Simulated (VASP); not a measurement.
Input of a VASP 6.6.1 run:

The input INCAR:

```
PREC = Accurate ; ENCUT = 520
EDIFF = 1E-6 ; ISMEAR = 1
SIGMA = 0.05 ; LREAL = F
LASPH = T ; NELM = 60
ALGO = Normal ; ISIF = 2
LWAVE = F ; LCHARG = F
GGA = PS ; NBANDS = 19
```

KPOINTS

```
regular mesh
0
Gamma
  16 16 9
```

Contents of POSCAR:

```
Ti
1.0
    2.9020069709      0.0000000000      0.0000000000
   -1.4510034854      2.5132117587      0.0000000000
    0.0000000000      0.0000000000      4.5853779849
Ti
2
Direct
    0.3333333333      0.6666666667      0.2500000000
    0.6666666667      0.3333333333      0.7500000000
```

Potentials or basis: VASP PAW PBE potentials, release 64 (Ti_sv).

Launch:

```sh
$ cat potpaw_PBE.64/Ti_sv/POTCAR > POTCAR
$ mpirun -np 1 vasp_std > vasp.out
```

**Question.** What does it give for the band gap on the k mesh?

**Answer.** Zero (bands 12 and 13 overlap by 1.09 eV).

**Question.** Predict the pressure.

**Answer.** -0.3 GPa.

Caveat: the PAW data sets were made with another functional, which shifts forces and pressure a little.
